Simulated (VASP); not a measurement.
Here is a VASP 6.6.1 calculation.

Contents of INCAR:

```
  ALGO = Normal
  EDIFF = 1E-7
  ENCUT = 520
  GGA = PE
  ISIF = 2
  ISMEAR = 0
  LASPH = True
  LCHARG = False
  LREAL = False
  LWAVE = False
  NBANDS = 71
  NELM = 60
  PREC = Accurate
  SIGMA = 0.1
```

File KPOINTS:

```
k-points
0
Gamma
  4 4 4
```

POSCAR

```
Ti2Ge6Mo
1.0
    0.0000000000      4.2367013944      7.1390581037
    2.3748477451      0.0000000000      7.1390581037
    2.3748477451      4.2367013944      0.0000000000
Ti Ge Mo
2 6 1
Direct
    0.6694822110      0.6694822110      0.3305177890
    0.3305177890      0.3305177890      0.6694822110
    0.0025799119      0.3270185579      0.6729814421
    0.3379486112      0.6620513888      0.3379486112
    0.6729814421      0.9974200881      0.0025799119
    0.3270185579      0.0025799119      0.9974200881
    0.6620513888      0.3379486112      0.6620513888
    0.9974200881      0.6729814421      0.3270185579
    0.0000000000      0.0000000000      0.0000000000
```

Potentials or basis: VASP PAW PBE potentials, release 64 (Ti_sv, Ge_d, Mo_sv).

Command:

```console
$ cat potpaw_PBE.64/Ti_sv/POTCAR potpaw_PBE.64/Ge_d/POTCAR potpaw_PBE.64/Mo_sv/POTCAR > POTCAR
$ mpirun -np 1 vasp_std > vasp.out
```

Problem. Predict the pressure.

Solution. 0.1 GPa.

Problem. What does it give for the largest force?

Solution. 0.014 eV/Å.

Problem. Estimate the band gap on the k mesh.

Solution. Zero (bands 61 and 62 overlap by 1.03 eV).

Forces in eV/Å, atoms in the order of the input:
```
Ti   0.000  0.000 -0.011
Ti   0.000  0.000  0.011
Ge   0.000 -0.013  0.004
Ge   0.000  0.004  0.000
Ge   0.000 -0.013 -0.004
Ge   0.000  0.013  0.004
Ge   0.000 -0.004  0.000
Ge   0.000  0.013 -0.004
Mo   0.000  0.000  0.000
```

Caveat: the k points lie up to 0.39 Å⁻¹ apart, too coarse for converged energies and pressures of a metal.
